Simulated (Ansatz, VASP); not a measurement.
**Mg in VASP and in Ansatz**

The input INCAR:

```
SYSTEM = Mg
PREC = Accurate
ENCUT = 520
EDIFF = 1E-7
ISMEAR = 0
SIGMA = 0.15
LREAL = .FALSE.
LASPH = .TRUE.
NELM = 60
ALGO = Normal
ISIF = 2
LWAVE = .FALSE.
LCHARG = .FALSE.
GGA = CA
NBANDS = 7
```

Contents of KPOINTS:

```
regular mesh
0
G
  18 18 18
  0 0 0
```

The input POSCAR:

```
Mg
1.0
    0.0000000000      2.5808944000      2.2442560000
    2.5808944000      0.0000000000      2.2442560000
    2.5808944000      2.5808944000      0.0000000000
Mg
1
Direct
    0.0000000000      0.0000000000      0.0000000000
```

Input for Ansatz:

```yaml
crystal:
  lattice:
    - [0.0, 2.5808944, 2.244256]
    - [2.5808944, 0.0, 2.244256]
    - [2.5808944, 2.5808944, 0.0]
  atoms:
    - { symbol: Mg, position: [0.0, 0.0, 0.0] }
basis:
  ecutwfc: 420
kpoints:
  mp_grid: { grid: [18, 18, 18] }
hamiltonian:
  xc: lda
scf:
  occupations: { method: gaussian, width: 0.15 }
output:
  forces: true
  stress: true
  eigenvalues: true
  write_density: true
  write_potential: true
  elf: true
  volumetric_format: npy
```

Change from the starting cell: strain +0.1500 x Voigt [1, 1, 0, 0, 0, 0], atoms carried along.

Alike in both runs: task single point; functional LDA; k mesh 18 × 18 × 18; occupations gaussian, width 0.15 eV; no spin polarisation.

|  | VASP | Ansatz |
| --- | --- | --- |
| version | VASP 6.6.1 | Ansatz 0.2.0 |
| potentials or method | VASP PAW LDA potentials, release 64 (Mg), cutoff 520 eV | scalar-relativistic, plane waves, PAW |
| valence electrons in the cell | 2 | 10 |

|  | VASP | Ansatz | Ansatz less VASP |
| --- | --- | --- | --- |
| gap on the k mesh at the Fermi level (eV) | none | none | - |
| pressure (GPa) | -6.5 | -6.3 | +0.22 |
| traceless stress, the component that is largest in VASP (GPa) | 0.56 | 0.56 | -0.002 |

LDA's correlation is that of Perdew and Zunger in VASP and of Perdew and Wang (1992) in Ansatz. A gap of «none» marks a metal or a gap that the smearing closes. VASP's potentials hold 2 valence electrons a cell and Ansatz's 10, so a difference there can come from the potentials and not from the codes.
